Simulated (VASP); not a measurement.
**IrS: single point with r2SCAN**

The system is IrS.

```xyz
2
Lattice="0.0000 2.4605 2.4605 2.4605 0.0000 2.4605 2.4605 2.4605 0.0000" Properties=species:S:1:pos:R:3 pbc="T T T"
Ir    2.4605    2.4605    2.4605
S     0.0000    0.0000    0.0000
```

```json
{"Program": "VASP 6.6.1", "Task": "single point", "Functional": "r2SCAN", "Potentials or basis": "VASP PAW PBE potentials, release 64 (Ir, S)", "Cutoff": "520 eV", "k mesh": "12 × 12 × 12", "Occupations": "methfessel-paxton, width 0.15 eV", "Spin": "no spin polarisation", "Dipole correction": "no", "Further INCAR settings": "ALGO = Normal; EDIFF = 1e-07; NBANDS = 14"}
```

```
Pressure               : 1.2 GPa
Band gap on the k mesh : zero (an odd number of electrons rules out a gap without spin polarisation)
```

Levels at points of the mesh, in eV from the Fermi level:
```tsv
k point	band 5	band 6	band 7	band 8	band 9	band 10	band 11	band 12
(0.00, 0.00, 0.00)	-2.93	-2.93	-2.45	-2.45	-2.45	3.36	11.25	13.13
(0.50, 0.00, 0.00)	-1.33	-1.33	-0.69	3.75	4.51	4.51	6.92	6.92
(0.50, 0.50, 0.00)	-4.13	-2.08	-0.79	-0.79	0.00	1.88	10.84	12.63
```

Run time: 3.4 min on 1 thread of Intel Xeon 8259CL, with other jobs on the host, peak memory 0.19 GiB.

Caveat: the PAW data sets were made with another functional, which shifts forces and pressure a little; spin-orbit coupling is left out, which moves the levels of the heavy elements.
